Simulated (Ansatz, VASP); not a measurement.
**One calculation of Pt, two programs**

```
Pt
1.0
     0.00000    1.74438    2.46655
     1.74438    0.00000    2.46655
     1.74438    1.74438    0.00000
Pt
1
Direct
  0.00000 0.00000 0.00000
```

Alike in both runs: task single point; functional PBEsol; k mesh 24 × 24 × 24; occupations gaussian, width 0.15 eV; no spin polarisation.

|  | VASP | Ansatz |
| --- | --- | --- |
| version | VASP 6.6.1 | Ansatz 0.2.0 |
| potentials or method | VASP PAW PBE potentials, release 64 (Pt), cutoff 520 eV | scalar-relativistic, plane waves, PAW |
| valence electrons in the cell | 10 | 18 |

|  | VASP | Ansatz | Ansatz less VASP |
| --- | --- | --- | --- |
| gap on the k mesh at the Fermi level (eV) | none | none | - |
| pressure (GPa) | 24.2 | 24.6 | +0.44 |
| traceless stress, the component that is largest in VASP (GPa) | -44.44 | -44.59 | -0.145 |

VASP's potentials were made for PBE, not for PBEsol. A gap of «none» marks a metal or a gap that the smearing closes. VASP's potentials hold 10 valence electrons a cell and Ansatz's 18, so a difference there can come from the potentials and not from the codes.

Spin-orbit coupling is off throughout.
